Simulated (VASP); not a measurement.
# TePb (Fm-3m) in VASP: further runs

Runs on TePb. Level: PBEsol. Tasks: single point.

Program: VASP 6.6.1. These are calculated values, not measurements. Logs are shortened: lines on timing, memory, paths and dates and some standing lists are left out, and cuts for length are marked.

### Step 1. The cell of the first run

It takes space group Fm-3m (No. 225, cubic). The conventional cell has a = 6.462 Å, b = 6.462 Å, c = 6.462 Å, α = 90.00°, β = 90.00°, γ = 90.00°. Te (site symmetry m-3m) has 6 Pb at 3.23 Å within 4.3 Å. Within 4.3 Å of Pb (site symmetry m-3m) lie 6 Te at 3.23 Å.

### Step 2. Single point, PBEsol

File INCAR:

```
PREC = Accurate
ENCUT = 520
EDIFF = 1E-6
ISMEAR = 0
SIGMA = 0.01
LREAL = F
LASPH = T
NELM = 60
ALGO = Normal
ISIF = 2
LWAVE = F
LCHARG = F
GGA = PS
NBANDS = 17
```

File KPOINTS:

```
regular mesh
0
Gamma
  2 2 2
```

File POSCAR:

```
TePb
1.0
    0.0000000000      3.2310000000      3.2310000000
    3.2310000000      0.0000000000      3.2310000000
    3.2310000000      3.2310000000      0.0000000000
Te Pb
1 1
Direct
    0.5000000000      0.5000000000      0.5000000000
    0.0000000000      0.0000000000      0.0000000000
```

Potentials or basis: VASP PAW PBE potentials, release 64 (Te, Pb_d).

Run with:

```bash
$ cat potpaw_PBE.64/Te/POTCAR potpaw_PBE.64/Pb_d/POTCAR > POTCAR
$ mpirun -np 1 vasp_std > vasp.out
```

OUTCAR:

```text
PREC = Accurate
   ENCUT = 520
   EDIFF = 1E-6
   ISMEAR = 0
   LREAL = F
   LASPH = T
   NELM = 60
   ISIF = 2
   GGA = PS

 ion  position               nearest neighbor table
   1  0.500  0.500  0.500-   2 3.23   2 3.23   2 3.23   2 3.23   2 3.23   2 3.23
   2  0.000  0.000  0.000-   1 3.23   1 3.23   1 3.23   1 3.23   1 3.23   1 3.23

  LATTYP: Found a face centered cubic cell.
 ALAT       =     6.4620000000

  Lattice vectors:

 A1 = (   0.0000000000,   3.2310000000,   3.2310000000)
 A2 = (   3.2310000000,   0.0000000000,   3.2310000000)
 A3 = (   3.2310000000,   3.2310000000,   0.0000000000)

Analysis of symmetry for initial positions (statically):
=====================================================================
 Subroutine PRICEL returns:
 Original cell was already a primitive cell.

 Routine SETGRP: Setting up the symmetry group for a
 face centered cubic supercell.

 Subroutine GETGRP returns: Found 48 space group operations
 (whereof 48 operations were pure point group operations)
 out of a pool of 48 trial point group operations.

The static configuration has the point symmetry O_h .

Analysis of symmetry for dynamics (positions and initial velocities):
=====================================================================
 Subroutine PRICEL returns:
 Original cell was already a primitive cell.

 Routine SETGRP: Setting up the symmetry group for a
 face centered cubic supercell.

 Subroutine GETGRP returns: Found 48 space group operations
 (whereof 48 operations were pure point group operations)
 out of a pool of 48 trial point group operations.

The dynamic configuration has the point symmetry O_h .

 Subroutine INISYM returns: Found 48 space group operations
 (whereof 48 operations are pure point group operations),
 and found     1 'primitive' translations

----------------------------------------------------------------------------------------

                                     Primitive cell

  volume of cell :      67.4592

  direct lattice vectors                    reciprocal lattice vectors
     0.000000000  3.231000000  3.231000000    -0.154750851  0.154750851  0.154750851
     3.231000000  0.000000000  3.231000000     0.154750851 -0.154750851  0.154750851
     3.231000000  3.231000000  0.000000000     0.154750851  0.154750851 -0.154750851

  length of vectors
     4.569324020  4.569324020  4.569324020     0.268036337  0.268036337  0.268036337

  position of ions in fractional coordinates (direct lattice)
     0.500000000  0.500000000  0.500000000
     0.000000000  0.000000000  0.000000000

  ion indices of the primitive-cell ions
   primitive index   ion index
                 1           1
                 2           2

----------------------------------------------------------------------------------------

 KPOINTS: regular mesh

Automatic generation of k-mesh.
 Grid dimensions read from file:
 generate k-points for:    2    2    2

 Generating k-lattice:

  Cartesian coordinates                     Fractional coordinates (reciprocal lattice)
    -0.077375426  0.077375426  0.077375426     0.500000000  0.000000000  0.000000000
     0.077375426 -0.077375426  0.077375426     0.000000000  0.500000000  0.000000000
     0.077375426  0.077375426 -0.077375426     0.000000000  0.000000000  0.500000000

  Length of vectors
     0.134018168  0.134018168  0.134018168

  Shift w.r.t. Gamma in fractional coordinates (k-lattice)
     0.000000000  0.000000000  0.000000000

 Subroutine IBZKPT returns following result:
 ===========================================

 Found      3 irreducible k-points:

 Following reciprocal coordinates:
            Coordinates               Weight
  0.000000  0.000000  0.000000      1.000000
  0.500000  0.000000  0.000000      4.000000
  0.500000  0.500000  0.000000      3.000000
   k-points           NKPTS =      3   k-points in BZ     NKDIM =      3   number of bands    NBANDS=     17
   number of dos      NEDOS =    301   number of ions     NIONS =      2
   total plane-waves  NPLWV =  46656
   dimension x,y,z NGX =    36 NGY =   36 NGZ =   36
   dimension x,y,z NGXF=    72 NGYF=   72 NGZF=   72
   ions per type =               1   1
   NGX,Y,Z   is equivalent  to a cutoff of  13.10, 13.10, 13.10 a.u.
   NGXF,Y,Z  is equivalent  to a cutoff of  26.20, 26.20, 26.20 a.u.
 SYSTEM =  unknown system
   PREC   = accura    normal or accurate (medium, high low for compatibility)
   ISTART =      0    job   : 0-new  1-cont  2-samecut
   ICHARG =      2    charge: 1-file 2-atom 10-const
   ISPIN  =      1    spin polarized calculation?
   LNONCOLLINEAR =      F non collinear calculations
   LSORBIT =      F    spin-orbit coupling
   LASPH  =      T    aspherical Exc in radial PAW
   ENCUT  =  520.0 eV  38.22 Ry    6.18 a.u.   8.50  8.50  8.50*2*pi/ulx,y,z
   NELM   =     60;   NELMIN=  2; NELMDL= -5     # of ELM steps
   EDIFF  = 0.1E-05   stopping-criterion for ELM
   LREAL  =      F    real-space projection
   EDIFFG = 0.1E-04   stopping-criterion for IOM
   NSW    =      0    number of steps for IOM
   IBRION =     -1    ionic relax: 0-MD 1-quasi-New 2-CG
   NFREE  =      0    steps in history (QN), initial steepest desc. (CG)
   ISIF   =      2    stress and relaxation
   ISYM   =      2    0-nonsym 1-usesym 2-fastsym
   POTIM  = 0.5000    time-step for ionic-motion
   TEBEG  =    0.0;   TEEND  =   0.0 temperature during run
   PSTRESS=    0.0 pullay stress
   NELECT =      20.0000    total number of electrons
   NUPDOWN=      -1.0000    fix difference up-down
   EMIN   =  10.00;   EMAX   =-10.00  energy-range for DOS
   EFERMI =   0.00;   METHOD = LEGACY
   ISMEAR =     0;   SIGMA  =   0.01  broadening in eV -4-tet -1-fermi 0-gaus
   EFERMI_NEDOS =   21; number of points for ismear=-14 and -15
   IALGO  =     38    algorithm
   IMIX   =      4    mixing-type and parameters
     AMIX     =   0.40;   BMIX     =  1.00
     AMIX_MAG =   1.60;   BMIX_MAG =  1.00
  volume/ion in A,a.u.               =      33.73       227.62
  Fermi-wavevector in a.u.,A,eV,Ry     =   1.091619  2.062861 16.213147  1.191633
  Thomas-Fermi vector in A             =   2.227868
   LORBIT       =      0    0 simple, 1 ext, 2 COOP (PROOUT), +10 PAW based schemes
   GGA     = PS    functional components
   LHFCALC =     F    Hartree Fock is set to
   AEXX    =    0.0000 exact exchange contribution
   IVDW    =     0    specifies the selected vdW correction
   LEPSILON=     F    determine dielectric tensor
   LRPA    =     F    only Hartree local field effects (RPA)
 non-spin polarized calculation
 Gauss-broadening in eV      SIGMA  =   0.01
  energy-cutoff  :      520.00
  volume of cell :       67.46
 maximum number of plane-waves:      1837
 NGX is ok and might be reduce to    36
   NGX = 17   NGY = 17   NGZ = 17

 number of electron      20.0000002 magnetization

 Free energy of the ion-electron system (eV)
  ---------------------------------------------------
  ext. energy  EPLUGINS =         0.00000000
  ---------------------------------------------------
  free energy    TOTEN  =        -6.54058810 eV

  energy without entropy =       -6.54058810  energy(sigma->0) =       -6.54058810

 E-fermi :   5.7618     XC(G=0):  -9.4004

 val. band max:        5.6570032120   @ k =   0.5000   0.0000   0.0000
 cond. band min:       6.1731640045   @ k =   0.5000   0.0000   0.0000
 fundamental gap:      0.5161607925
 Fermi energy:         5.7618126477

 k-point     1 :       0.0000    0.0000    0.0000
  band No.  band energies     occupation
      1     -11.4658      2.00000
      2     -11.4658      2.00000
      3     -11.4658      2.00000
      4     -11.4649      2.00000
      5     -11.4649      2.00000
      6      -6.3261      2.00000
[... 9 lines left out ...]
     16      11.3035      0.00000
     17      12.7293      0.00000

 k-point     2 :       0.5000    0.0000    0.0000
  band No.  band energies     occupation
      1     -11.4801      2.00000
      2     -11.4801      2.00000
      3     -11.4633      2.00000
      4     -11.4472      2.00000
      5     -11.4472      2.00000
      6      -4.6519      2.00000
[... 9 lines left out ...]
     16      14.8304      0.00000
     17      14.8304      0.00000

 k-point     3 :       0.5000    0.5000    0.0000
  band No.  band energies     occupation
      1     -11.5191      2.00000
      2     -11.4755      2.00000
      3     -11.4538      2.00000
      4     -11.4401      2.00000
      5     -11.4401      2.00000
      6      -4.4782      2.00000
[... 9 lines left out ...]
     16      16.4177      0.00000
     17      16.4322      0.00000

------------------------ aborting loop because EDIFF is reached ----------------------------------------

  FORCE on cell =-STRESS in cart. coord.  units (eV):
  Direction    XX          YY          ZZ          XY          YZ          ZX
  --------------------------------------------------------------------------------------
  -------------------------------------------------------------------------------------
  Total        2.9280340      2.9280340      2.9280340     -0.0000000     -0.0000000      0.0000000
  in kB       69.5417833     69.5417833     69.5417833     -0.0000000     -0.0000000      0.0000000
  external PRESSURE =      69.5417833 kB  Pullay stress =       0.0000000 kB

 VOLUME and BASIS-vectors are now :
 -----------------------------------------------------------------------------
  energy-cutoff  :      520.00
  volume of cell :       67.46
      direct lattice vectors                 reciprocal lattice vectors
     0.000000000  3.231000000  3.231000000    -0.154750851  0.154750851  0.154750851
     3.231000000  0.000000000  3.231000000     0.154750851 -0.154750851  0.154750851
     3.231000000  3.231000000  0.000000000     0.154750851  0.154750851 -0.154750851

 POSITION                                       TOTAL-FORCE (eV/Angst)
 -----------------------------------------------------------------------------------
      3.23100      3.23100      3.23100        -0.000000      0.000000     -0.000000
      0.00000      0.00000      0.00000         0.000000      0.000000      0.000000
 -----------------------------------------------------------------------------------
    total drift:                               -0.000000      0.000000      0.000000

  FREE ENERGIE OF THE ION-ELECTRON SYSTEM (eV)
  ---------------------------------------------------
  free  energy   TOTEN  =        -6.5405881033 eV

  energy  without entropy=       -6.5405881033  energy(sigma->0) =       -6.54058810
```

Wall time 4.3 s (1 thread of Intel Xeon 6975P-C (Granite Rapids), shared host); peak memory 0.19 GiB.

Results:

```
Free energy            : -6.5406 eV
Pressure               : 7.0 GPa
Band gap on the k mesh : 0.52 eV, direct
```

Caveat: the k points lie up to 0.84 Å⁻¹ apart; the PAW data sets were made with another functional, which shifts forces and pressure a little; spin-orbit coupling is left out, which moves the levels of the heavy elements. A k mesh can miss the band edges.

### Step 3. Single point, PBEsol

File INCAR:

```
SYSTEM = TePb
PREC     = Accurate       ! precision mode
ENCUT    = 520            ! plane-wave cutoff, eV
EDIFF    = 1E-6           ! SCF threshold, eV
ISMEAR   = 0              ! smearing method
SIGMA    = 0.01           ! smearing width, eV
LREAL    = .False.        ! projectors in reciprocal space
LASPH    = .True.         ! aspherical terms in the spheres
NELM     = 100            ! most SCF steps
ALGO     = Normal         ! electronic algorithm
ISIF     = 2              ! what is computed and relaxed
LWAVE    = .False.        ! write WAVECAR
LCHARG   = .False.        ! write CHGCAR
GGA      = PS             ! functional
NBANDS   = 17             ! bands
```

File KPOINTS:

```
Automatic mesh
0
Gamma
  3 3 3
  0 0 0
```

POSCAR is that of step 2.

Potentials or basis: VASP PAW PBE potentials, release 64 (Te, Pb_d).

Run with:

```bash
$ cat potpaw_PBE.64/Te/POTCAR potpaw_PBE.64/Pb_d/POTCAR > POTCAR
$ mpirun -np 1 vasp_std > vasp.out
```

Wall time 5 s (1 thread of Intel Xeon 6975P-C (Granite Rapids), shared host); peak memory 0.19 GiB.

It converged, with:

* Free energy: -8.3090 eV
* Pressure: -0.5 GPa

Levels at points of the mesh, in eV from the Fermi level:
| k point | band 6 | band 7 | band 8 | band 9 | band 10 | band 11 | band 12 | band 13 | band 14 | band 15 |
| --- | --- | --- | --- | --- | --- | --- | --- | --- | --- | --- |
| (0.00, 0.00, 0.00) | -11.72 | -5.29 | -1.02 | -1.02 | -1.02 | 4.38 | 4.38 | 4.38 | 6.07 | 6.07 |

Caveat: the k points lie up to 0.56 Å⁻¹ apart; this odd mesh misses L, where the gap lies, so gap, dielectric constants and Born charges aren't listed; the PAW data sets were made with another functional, which shifts forces and pressure a little; spin-orbit coupling is left out, which moves the levels of the heavy elements.

### Step 4. Single point, PBEsol

File INCAR:

```
SYSTEM = TePb
PREC = Accurate
ENCUT = 520
EDIFF = 1E-6
ISMEAR = 0
SIGMA = 0.01
LREAL = .FALSE.
LASPH = .TRUE.
NELM = 60
ALGO = Normal
ISIF = 2
LWAVE = .FALSE.
LCHARG = .FALSE.
GGA = PS
NBANDS = 17
```

File KPOINTS:

```
regular mesh
0
G
  5 5 5
  0 0 0
```

POSCAR is that of step 3.

Run with:

```bash
$ cat potpaw_PBE.64/Te/POTCAR potpaw_PBE.64/Pb_d/POTCAR > POTCAR
$ mpirun -np 1 vasp_std > vasp.out
```

It took 7.8 s on 1 thread of Intel Xeon 6975P-C (Granite Rapids), shared host; peak memory 0.2 GiB.

The run converged. Its results:

```yaml
Free_energy: -8.2605 eV
Pressure: -0.4 GPa
```

Levels at points of the mesh, in eV from the Fermi level:
```tsv
k point	band 7	band 8	band 9	band 10	band 11	band 12	band 13	band 14
(0.00, 0.00, 0.00)	-5.59	-1.31	-1.31	-1.31	4.08	4.08	4.08	5.78
```

Caveat: this odd mesh misses L, where the gap lies, so gap, dielectric constants and Born charges aren't listed; the PAW data sets were made with another functional, which shifts forces and pressure a little; spin-orbit coupling is left out, which moves the levels of the heavy elements.

### Step 5. Summary

| k mesh | pressure (GPa) |
| --- | --- |
| 2 × 2 × 2 | 7.0 |
| 3 × 3 × 3 | -0.5 |
| 5 × 5 × 5 | -0.4 |

Alike in all rows: task single point; level PBEsol; potentials or basis VASP PAW PBE potentials, release 64 (Te, Pb_d); no spin polarisation; cell as given; cutoff (eV) 520; smearing gaussian 0.01 eV.

Caveats: some runs use coarse meshes; the PAW data sets were made with another functional, which shifts forces and pressure a little; spin-orbit coupling is left out, which moves the levels of the heavy elements.

Total energies depend on the potentials used, so only differences within one code and one set of settings carry meaning.
